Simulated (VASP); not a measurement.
# Li (Fm-3m) in VASP: settings compared

The runs below take Li through single point, with PBEsol, PBE.

All numbers are computed with VASP 6.6.1; they aren't measurements. Logs are shortened: lines on timing, memory, paths and dates and some standing lists are left out, and cuts for length are marked.

## (1) The cell of the first run

Symmetry: Fm-3m, No. 225, cubic system. Conventional cell: a = 4.374 Å, b = 4.374 Å, c = 4.374 Å, α = 90.00°, β = 90.00°, γ = 90.00°. Li (site symmetry m-3m) has 12 Li at 3.09 Å within 4.1 Å.

## (2) Single point, PBEsol, collinear spin, ferromagnetic start (volume scaled by 0.98)

File INCAR:

```
PREC = Accurate
ENCUT = 520
EDIFF = 1E-7
ISMEAR = 0
SIGMA = 0.01
LREAL = F
LASPH = T
NELM = 150
ALGO = Fast
ISIF = 2
LWAVE = F
LCHARG = F
ISPIN = 2
MAGMOM = 1
LORBIT = 11
NUPDOWN = 1.0
GGA = PS
NBANDS = 12
```

File KPOINTS:

```
regular mesh
0
Gamma
  10 10 10
```

File POSCAR:

```
Li
1.0
    0.0000000000      2.1872210312      2.1872210312
    2.1872210312      0.0000000000      2.1872210312
    2.1872210312      2.1872210312      0.0000000000
Li
1
Direct
    0.0000000000      0.0000000000      0.0000000000
```

Potentials or basis: VASP PAW PBE potentials, release 64 (Li_sv).

Run with:

```sh
cat potpaw_PBE.64/Li_sv/POTCAR > POTCAR
mpirun -np 1 vasp_std > vasp.out
```

OUTCAR:

```text
PREC = Accurate
   ENCUT = 520
   EDIFF = 1E-7
   ISMEAR = 0
   LREAL = F
   LASPH = T
   NELM = 150
   ISIF = 2
   ISPIN = 2
   LORBIT = 11
   NUPDOWN = 1.0
   GGA = PS

 ion  position               nearest neighbor table
   1  0.000  0.000  0.000-

  LATTYP: Found a face centered cubic cell.
 ALAT       =     4.3744420624

  Lattice vectors:

 A1 = (   0.0000000000,   2.1872210312,   2.1872210312)
 A2 = (   2.1872210312,   0.0000000000,   2.1872210312)
 A3 = (   2.1872210312,   2.1872210312,   0.0000000000)

Analysis of symmetry for initial positions (statically):
=====================================================================
 Subroutine PRICEL returns:
 Original cell was already a primitive cell.

 Routine SETGRP: Setting up the symmetry group for a
 face centered cubic supercell.

 Subroutine GETGRP returns: Found 48 space group operations
 (whereof 48 operations were pure point group operations)
 out of a pool of 48 trial point group operations.

The static configuration has the point symmetry O_h .

Analysis of symmetry for dynamics (positions and initial velocities):
=====================================================================
 Subroutine PRICEL returns:
 Original cell was already a primitive cell.

 Routine SETGRP: Setting up the symmetry group for a
 face centered cubic supercell.

 Subroutine GETGRP returns: Found 48 space group operations
 (whereof 48 operations were pure point group operations)
 out of a pool of 48 trial point group operations.

The dynamic configuration has the point symmetry O_h .

Analysis of structural, dynamic, and magnetic symmetry:
=====================================================================
 Subroutine PRICEL returns:
 Original cell was already a primitive cell.

 Routine SETGRP: Setting up the symmetry group for a
 face centered cubic supercell.

 Subroutine GETGRP returns: Found 48 space group operations
 (whereof 48 operations were pure point group operations)
 out of a pool of 48 trial point group operations.

The overall configuration has the point symmetry O_h .

 Subroutine INISYM returns: Found 48 space group operations
 (whereof 48 operations are pure point group operations),
 and found     1 'primitive' translations

----------------------------------------------------------------------------------------

                                     Primitive cell

  volume of cell :      20.9271

  direct lattice vectors                    reciprocal lattice vectors
     0.000000000  2.187221031  2.187221031    -0.228600582  0.228600582  0.228600582
     2.187221031  0.000000000  2.187221031     0.228600582 -0.228600582  0.228600582
     2.187221031  2.187221031  0.000000000     0.228600582  0.228600582 -0.228600582

  length of vectors
     3.093197646  3.093197646  3.093197646     0.395947822  0.395947822  0.395947822

  position of ions in fractional coordinates (direct lattice)
     0.000000000  0.000000000  0.000000000

  ion indices of the primitive-cell ions
   primitive index   ion index
                 1           1

----------------------------------------------------------------------------------------

 KPOINTS: regular mesh

Automatic generation of k-mesh.
 Grid dimensions read from file:
 generate k-points for:   10   10   10

 Generating k-lattice:

  Cartesian coordinates                     Fractional coordinates (reciprocal lattice)
    -0.022860058  0.022860058  0.022860058     0.100000000  0.000000000  0.000000000
     0.022860058 -0.022860058  0.022860058     0.000000000  0.100000000  0.000000000
     0.022860058  0.022860058 -0.022860058     0.000000000  0.000000000  0.100000000

  Length of vectors
     0.039594782  0.039594782  0.039594782

  Shift w.r.t. Gamma in fractional coordinates (k-lattice)
     0.000000000  0.000000000  0.000000000

 Subroutine IBZKPT returns following result:
 ===========================================

 Found     47 irreducible k-points:

 Following reciprocal coordinates:
            Coordinates               Weight
  0.000000  0.000000  0.000000      1.000000
  0.100000  0.000000  0.000000      8.000000
  0.200000  0.000000  0.000000      8.000000
  0.300000  0.000000  0.000000      8.000000
  0.400000  0.000000  0.000000      8.000000
  0.500000  0.000000  0.000000      4.000000
[... 16 lines left out ...]
  0.300000  0.300000  0.000000      6.000000
  0.400000  0.300000  0.000000     24.000000
 [... further k-points ...]
   k-points           NKPTS =     47   k-points in BZ     NKDIM =     47   number of bands    NBANDS=     12
   number of dos      NEDOS =    301   number of ions     NIONS =      1
   total plane-waves  NPLWV =  13824
   dimension x,y,z NGX =    24 NGY =   24 NGZ =   24
   dimension x,y,z NGXF=    48 NGYF=   48 NGZF=   48
   ions per type =               1
   NGX,Y,Z   is equivalent  to a cutoff of  12.90, 12.90, 12.90 a.u.
   NGXF,Y,Z  is equivalent  to a cutoff of  25.80, 25.80, 25.80 a.u.
 SYSTEM =  unknown system
   PREC   = accura    normal or accurate (medium, high low for compatibility)
   ISTART =      0    job   : 0-new  1-cont  2-samecut
   ICHARG =      2    charge: 1-file 2-atom 10-const
   ISPIN  =      2    spin polarized calculation?
   LNONCOLLINEAR =      F non collinear calculations
   LSORBIT =      F    spin-orbit coupling
   LASPH  =      T    aspherical Exc in radial PAW
   ENCUT  =  520.0 eV  38.22 Ry    6.18 a.u.   5.75  5.75  5.75*2*pi/ulx,y,z
   NELM   =    150;   NELMIN=  2; NELMDL= -5     # of ELM steps
   EDIFF  = 0.1E-06   stopping-criterion for ELM
   LREAL  =      F    real-space projection
   EDIFFG = 0.1E-05   stopping-criterion for IOM
   NSW    =      0    number of steps for IOM
   IBRION =     -1    ionic relax: 0-MD 1-quasi-New 2-CG
   NFREE  =      0    steps in history (QN), initial steepest desc. (CG)
   ISIF   =      2    stress and relaxation
   ISYM   =      2    0-nonsym 1-usesym 2-fastsym
   POTIM  = 0.5000    time-step for ionic-motion
   TEBEG  =    0.0;   TEEND  =   0.0 temperature during run
   PSTRESS=    0.0 pullay stress
   NELECT =       3.0000    total number of electrons
   NUPDOWN=       1.0000    fix difference up-down
   EMIN   =  10.00;   EMAX   =-10.00  energy-range for DOS
   EFERMI =   0.00;   METHOD = LEGACY
   ISMEAR =     0;   SIGMA  =   0.01  broadening in eV -4-tet -1-fermi 0-gaus
   EFERMI_NEDOS =   21; number of points for ismear=-14 and -15
   IALGO  =     68    algorithm
   IMIX   =      4    mixing-type and parameters
     AMIX     =   0.40;   BMIX     =  1.00
     AMIX_MAG =   1.60;   BMIX_MAG =  1.00
  volume/ion in A,a.u.               =      20.93       141.22
  Fermi-wavevector in a.u.,A,eV,Ry     =   0.856800  1.619116  9.988112  0.734106
  Thomas-Fermi vector in A             =   1.973756
   LORBIT       =     11    0 simple, 1 ext, 2 COOP (PROOUT), +10 PAW based schemes
   GGA     = PS    functional components
   LHFCALC =     F    Hartree Fock is set to
   AEXX    =    0.0000 exact exchange contribution
   IVDW    =     0    specifies the selected vdW correction
   LEPSILON=     F    determine dielectric tensor
   LRPA    =     F    only Hartree local field effects (RPA)
 spin polarized calculation
 RMM-DIIS sequential band-by-band and
 Gauss-broadening in eV      SIGMA  =   0.01
  energy-cutoff  :      520.00
  volume of cell :       20.93
 maximum number of plane-waves:       588
   NGX = 11   NGY = 11   NGZ = 11

 number of electron       3.0000000 magnetization       1.0000000

 Free energy of the ion-electron system (eV)
  ---------------------------------------------------
  ext. energy  EPLUGINS =         0.00000000
  ---------------------------------------------------
  free energy    TOTEN  =        -1.23792648 eV

  energy without entropy =       -1.23792648  energy(sigma->0) =       -1.23792648

 E-fermi : -45.1076     XC(G=0):  -6.8512

 val. band max:        2.5003128887   @ k =  -0.3000   0.5000   0.2000
 cond. band min:      -1.9354953041   @ k =   0.0000   0.0000   0.0000
 fundamental gap:     -4.4358081929
 Fermi energy:         2.5355342050

 spin component 1

 k-point     1 :       0.0000    0.0000    0.0000
  band No.  band energies     occupation
      1     -45.5858      1.00000
      2      -3.7854      1.00000
      3      13.9904      0.00000
      4      13.9905      0.00000
      5      13.9905      0.00000
      6      17.5581      0.00000
      7      17.5581      0.00000
      8      17.5581      0.00000
      9      18.3818      0.00000
     10      22.9226      0.00000
     11      24.4846      0.00000
     12      24.4846      0.00000
[... 331 lines left out ...]
 k-point    24 :       0.4000    0.3000    0.0000
  band No.  band energies     occupation
      1     -45.5674      1.00000
      2      -0.7437      1.00000
      3       7.0249      0.00000
      4       8.2247      0.00000
      5       8.8993      0.00000
      6      12.1679      0.00000
      7      14.9736      0.00000
      8      24.5323      0.00000
      9      25.8701      0.00000
     10      28.5966      0.00000
     11      29.9829      0.00000
     12      30.1279      0.00000

 [... further k-points ...]

 spin component 2

 k-point     1 :       0.0000    0.0000    0.0000
  band No.  band energies     occupation
      1     -45.3603      1.00000
      2      -1.9355      0.00000
      3      14.8730      0.00000
      4      14.8730      0.00000
      5      14.8738      0.00000
      6      19.3491      0.00000
      7      19.3491      0.00000
      8      19.3493      0.00000
      9      20.7031      0.00000
     10      25.2502      0.00000
     11      26.5620      0.00000
     12      26.5643      0.00000
[... 331 lines left out ...]
 k-point    24 :       0.4000    0.3000    0.0000
  band No.  band energies     occupation
      1     -45.3436      1.00000
      2       1.0426      0.00000
      3       8.6310      0.00000
      4       9.8556      0.00000
      5      10.2127      0.00000
      6      14.0116      0.00000
      7      16.3458      0.00000
      8      26.0483      0.00000
      9      27.3629      0.00000
     10      30.2768      0.00000
     11      31.5739      0.00000
     12      31.7141      0.00000

 [... further k-points ...]
[... 5 lines left out ...]
  --------------------------------------------------------------------------------------
  -------------------------------------------------------------------------------------
  Total        0.2134777      0.2134777      0.2134777     -0.0000000      0.0000000     -0.0000000
  in kB       16.3438768     16.3438768     16.3438768     -0.0000000      0.0000000     -0.0000000
  external PRESSURE =      16.3438768 kB  Pullay stress =       0.0000000 kB

 VOLUME and BASIS-vectors are now :
 -----------------------------------------------------------------------------
  energy-cutoff  :      520.00
  volume of cell :       20.93
      direct lattice vectors                 reciprocal lattice vectors
     0.000000000  2.187221031  2.187221031    -0.228600582  0.228600582  0.228600582
     2.187221031  0.000000000  2.187221031     0.228600582 -0.228600582  0.228600582
     2.187221031  2.187221031  0.000000000     0.228600582  0.228600582 -0.228600582

 POSITION                                       TOTAL-FORCE (eV/Angst)
 -----------------------------------------------------------------------------------
      0.00000      0.00000      0.00000        -0.000000     -0.000000      0.000000
 -----------------------------------------------------------------------------------
    total drift:                               -0.000000      0.000000     -0.000000

  FREE ENERGIE OF THE ION-ELECTRON SYSTEM (eV)
  ---------------------------------------------------
  free  energy   TOTEN  =        -1.2379264823 eV

  energy  without entropy=       -1.2379264820  energy(sigma->0) =       -1.23792648

 total charge

# of ion       s       p       d       tot
------------------------------------------
    1        2.010   0.074   0.000   2.084

 magnetization (x)

# of ion       s       p       d       tot
------------------------------------------
    1        0.031   0.074   0.000   0.105
```

It took 18 s on 1 thread of Intel Xeon Platinum 8559C (Emerald Rapids), shared host; peak memory 0.14 GiB.

What came out:

* Free energy: -1.2379 eV
* Net moment: 1.00 μB per cell
* Site moments: Li +0.10 μB
* Valence electrons inside the program's atomic spheres: Li 2.08

Caveat: the cell differs from its parent crystal (volume scaled by 0.98); the cutoff is under 1.25 times the usual one of these potentials, so pressure, stress and relaxed cells hold a basis-set (Pulay) error; the PAW data sets were made with another functional, which shifts forces and pressure a little; the total moment is fixed, so each spin has its own Fermi level.

## (3) Single point, PBE, collinear spin, ferromagnetic start

This run uses another cell than the first one, of 21.35 Å³/atom, 1.020 times its volume.

File INCAR:

```
SYSTEM = Li
ALGO = Normal
EDIFF = 1E-6
ENCUT = 520
GGA = PE
ISIF = 2
ISMEAR = -1
ISPIN = 2
LASPH = .True.
LCHARG = .True.
LELF = .True.
LORBIT = 11
LREAL = .False.
LVHAR = .True.
LWAVE = .False.
MAGMOM = 1
NBANDS = 12
NELM = 150
NUPDOWN = 1.0
PREC = Accurate
SIGMA = 0.05
```

File KPOINTS:

```
k-points
0
Gamma
  10 10 10
  0 0 0
```

File POSCAR:

```
Li
1.0
    3.1140982643      0.0000000000      0.0000000000
    1.5570491322      2.6968882068      0.0000000000
    1.5570491322      0.8989627356      2.5426505855
Li
1
Direct
    0.0000000000      0.0000000000      0.0000000000
```

Potentials or basis: VASP PAW PBE potentials, release 64 (Li_sv).

Run with:

```sh
cat potpaw_PBE.64/Li_sv/POTCAR > POTCAR
mpirun -np 1 vasp_std > vasp.out
```

Run time: 11 s. Hardware: 1 thread of Intel Xeon Platinum 8559C (Emerald Rapids), shared host; peak memory 0.14 GiB.

It converged, with:

| Item | Value |
| --- | --- |
| Free energy | -1.1507 eV |
| Net moment | 1.00 μB per cell |
| Site moments | Li +0.09 μB |
| Valence electrons inside the program's atomic spheres | Li 2.07 |

Caveat: the cutoff is under 1.25 times the usual one of these potentials, so pressure, stress and relaxed cells hold a basis-set (Pulay) error; the total moment is fixed, so each spin has its own Fermi level.

## (4) Single point, PBEsol, collinear spin, ferromagnetic start (volume scaled by 1.02)

File INCAR:

```
  ALGO = Normal
  EDIFF = 1E-6
  ENCUT = 520
  GGA = PS
  ISIF = 2
  ISMEAR = 0
  ISPIN = 2
  LASPH = True
  LCHARG = False
  LORBIT = 11
  LREAL = False
  LWAVE = False
  MAGMOM = 1
  NBANDS = 12
  NELM = 150
  NUPDOWN = 1.0
  PREC = Accurate
  SIGMA = 0.01
```

File KPOINTS:

```
k-points
0
Gamma
  10 10 10
```

File POSCAR:

```
Li
1.0
    0.0000000000      2.2165832065      2.2165832065
    2.2165832065      0.0000000000      2.2165832065
    2.2165832065      2.2165832065      0.0000000000
Li
1
Direct
    0.0000000000      0.0000000000      0.0000000000
```

Run with:

```sh
cat potpaw_PBE.64/Li_sv/POTCAR > POTCAR
mpirun -np 1 vasp_std > vasp.out
```

Wall time 12 s (1 thread of Intel Xeon Platinum 8559C (Emerald Rapids), shared host); peak memory 0.14 GiB.

Results (log left out):

* Free energy: -1.2459 eV
* Net moment: 1.00 μB per cell
* Site moments: Li +0.10 μB
* Valence electrons inside the program's atomic spheres: Li 2.08

Caveat: the cell differs from its parent crystal (volume scaled by 1.02); the cutoff is under 1.25 times the usual one of these potentials, so pressure, stress and relaxed cells hold a basis-set (Pulay) error; the PAW data sets were made with another functional, which shifts forces and pressure a little; the total moment is fixed, so each spin has its own Fermi level.

## (5) Single point, PBE

This run uses another cell than the first one, of 21.35 Å³/atom, 1.020 times its volume.

File INCAR:

```
PREC = Accurate
ENCUT = 750
EDIFF = 1E-6
ISMEAR = 0
SIGMA = 0.1
LREAL = False
LASPH = True
NELM = 120
ALGO = Normal
ISIF = 2
LWAVE = False
LCHARG = False
GGA = PE
NBANDS = 8
GGA_COMPAT = False
```

File KPOINTS:

```
regular mesh
0
Gamma
  10 10 10
```

File POSCAR:

```
Li
1.0
    3.1140982600      0.0000000000      0.0000000000
    1.5570491300      2.6968882030      0.0000000000
    1.5570491300      0.8989627343      2.5426505820
Li
1
Direct
    0.0000000000      0.0000000000      0.0000000000
```

Run with:

```sh
cat potpaw_PBE.64/Li_sv/POTCAR > POTCAR
mpirun -np 1 vasp_std > vasp.out
```

It took 8.8 s on 1 thread of Intel Xeon Platinum 8559C (Emerald Rapids), shared host; peak memory 0.14 GiB.

It converged, with:

| Item | Value |
| --- | --- |
| Free energy | -1.9046 eV |
| Pressure | -0.8 GPa |

Levels at points of the mesh, in eV from the Fermi level:
```csv
k point,band 1,band 2,band 3,band 4,band 5,band 6,band 7
"(0.00, 0.00, 0.00)",-46.55,-3.44,13.89,13.89,13.89,17.70,17.70
"(0.50, 0.00, 0.00)",-46.53,0.07,2.81,12.24,12.24,16.10,16.10
"(0.50, 0.50, 0.00)",-46.53,1.55,4.58,8.20,8.20,10.36,14.72
```

## (6) Summary

| level | spin | fixed moment (μB) | cell | cutoff (eV) | smearing | moment (μB) |
| --- | --- | --- | --- | --- | --- | --- |
| PBEsol | collinear, ferromagnetic start | 1.0 | a = 3.093 Å, angles 60.0°, 1 atom | 520 | gaussian 0.01 eV | 1.00 |
| PBE | collinear, ferromagnetic start | 1.0 | a = 3.114 Å, angles 60.0°, 1 atom | 520 | fermi-dirac 0.05 eV | 1.00 |
| PBEsol | collinear, ferromagnetic start | 1.0 | a = 3.135 Å, angles 60.0°, 1 atom | 520 | gaussian 0.01 eV | 1.00 |
| PBE | off | - | a = 3.114 Å, angles 60.0°, 1 atom | 750 | gaussian 0.1 eV | - |

Alike in all rows: task single point; potentials or basis VASP PAW PBE potentials, release 64 (Li_sv); k mesh 10 × 10 × 10.

Caveats: the cutoff is under 1.25 times the usual one of these potentials, so pressure, stress and relaxed cells hold a basis-set (Pulay) error (some runs); the total moment is fixed, so each spin has its own Fermi level (some runs); the PAW data sets were made with another functional, which shifts forces and pressure a little (some runs).

Total energies depend on the potentials used, so only differences within one code and one set of settings carry meaning.
